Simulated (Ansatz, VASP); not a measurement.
# One calculation of Ca3H2Pt, two programs

```xyz
6
Lattice="3.1957 0.0000 0.0000 0.0000 3.1957 0.0000 0.0000 0.0000 9.5542" Properties=species:S:1:pos:R:3 pbc="T T T"
Ca    1.5979    1.5979    1.7555
Ca    1.5979    1.5979    4.7771
Ca    1.5979    1.5979    7.7987
H     0.0000    0.0000    3.1937
H     0.0000    0.0000    6.3606
Pt    0.0000    0.0000    0.0000
```

Change from the starting cell: species swapped into the Al3Ni2Pt type (P4/mmm, No. 123).

Alike in both runs: task relaxation of cell and atoms; functional PBE; k mesh 6 × 6 × 2; occupations gaussian, width 0.1 eV; no spin polarisation.

|  | VASP | Ansatz |
| --- | --- | --- |
| version | VASP 6.6.1 | Ansatz 0.2.0 |
| potentials or method | VASP PAW PBE potentials, release 64 (Ca_sv, H, Pt), cutoff 600 eV | scalar-relativistic, plane waves, PAW |
| valence electrons in the cell | 42 | 50 |

|  | VASP | Ansatz | Ansatz less VASP |
| --- | --- | --- | --- |
| gap on the k mesh at the Fermi level, each at its own relaxed structure (eV) | none | none | - |
| relaxed volume (Å³/atom) | 20.98 | 20.71 | -0.265 |
| relaxed cell length with the largest relative difference (Å) | 10.823 | 10.681 | -0.1419 |

A gap of «none» marks a metal or a gap that the smearing closes. VASP's potentials hold 42 valence electrons a cell and Ansatz's 50, so a difference there can come from the potentials and not from the codes.

Neither program's run includes spin-orbit coupling. Noted on VASP's run: the volume moved by over 15 % at a fixed basis, so the end points are rough.
